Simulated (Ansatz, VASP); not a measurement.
One calculation of CdTe, two programs

File INCAR:

```
ALGO = Normal ; EDIFF = 1E-6
ENCUT = 520 ; GGA = PE
ISIF = 2 ; ISMEAR = 0
LASPH = True ; LCHARG = False
LREAL = False ; LWAVE = False
NBANDS = 16 ; NELM = 100
PREC = Accurate ; SIGMA = 0.1
```

The input KPOINTS:

```
k-points
0
Gamma
  6 6 6
```

POSCAR

```
CdTe
1.0
    0.0000000000      3.2049999200      3.2049999200
    3.2049999200      0.0000000000      3.2049999200
    3.2049999200      3.2049999200      0.0000000000
Cd Te
1 1
Direct
    0.0000000000      0.0000000000      0.0000000000
    0.2500000000      0.2500000000      0.2500000000
```

Input for Ansatz:

```yaml
crystal:
  lattice:
    - [0.0, 3.20499992, 3.20499992]
    - [3.20499992, 0.0, 3.20499992]
    - [3.20499992, 3.20499992, 0.0]
  atoms:
    - { symbol: Cd, position: [0.0, 0.0, 0.0] }
    - { symbol: Te, position: [0.25, 0.25, 0.25] }
basis:
  ecutwfc: 420
kpoints:
  mp_grid: { grid: [6, 6, 6] }
hamiltonian:
  xc: pbe
scf:
  occupations: { method: gaussian, width: 0.1 }
  lower_state_search: "off"
output:
  forces: true
  stress: true
  eigenvalues: true
```

Alike in both runs: task single point; functional PBE; k mesh 6 × 6 × 6; occupations gaussian, width 0.1 eV; no spin polarisation.

|  | VASP | Ansatz |
| --- | --- | --- |
| version | VASP 6.6.1 | Ansatz 0.2.0 |
| potentials or method | VASP PAW PBE potentials, release 64 (Cd, Te), cutoff 520 eV | scalar-relativistic, plane waves, PAW |
| valence electrons in the cell | 18 | 36 |

```tsv
	VASP	Ansatz	Ansatz less VASP
gap on the k mesh at the Fermi level (eV)	0.87	0.87	0.000
least direct gap on the mesh (eV)	0.87	0.87	0.000
pressure (GPa)	4.4	4.3	-0.16
```

VASP's potentials hold 18 valence electrons a cell and Ansatz's 36, so a difference there can come from the potentials and not from the codes.

Spin-orbit coupling is off throughout.
